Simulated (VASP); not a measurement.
**Se: single point with LDA**

The system is Se.

```
CELL_PARAMETERS angstrom
-1.38252 1.38252 1.38252
1.38252 -1.38252 1.38252
1.38252 1.38252 -1.38252
ATOMIC_POSITIONS crystal
Se 0.00000 0.00000 0.00000
```

```json
{"Program": "VASP 6.6.1", "Task": "single point", "Functional": "LDA", "Potentials or basis": "VASP PAW LDA potentials, release 64 (Se)", "Cutoff": "500 eV", "k mesh": "20 × 20 × 20", "Occupations": "gaussian, width 0.1 eV", "Spin": "no spin polarisation"}
```

| Item | Value |
| --- | --- |
| Pressure | 191.3 GPa |
| Band gap on the k mesh | zero (band 3 reaches 24.72 eV, above the bottom of band 4 at 7.86 eV) |

Levels at points of the mesh, in eV from the Fermi level:
```tsv
k point	band 1	band 2	band 3	band 4	band 5	band 6
(0.00, 0.00, 0.00)	-24.82	8.01	8.01	8.01	14.27	14.27
(0.50, 0.00, 0.00)	-15.95	-13.92	0.54	4.09	7.26	8.29
(0.50, 0.50, 0.50)	-7.60	-6.75	-6.75	-6.75	-0.06	-0.06
```

It took 28 s on 1 thread of Intel Xeon 8259CL, with other jobs on the host, peak memory 0.13 GiB.
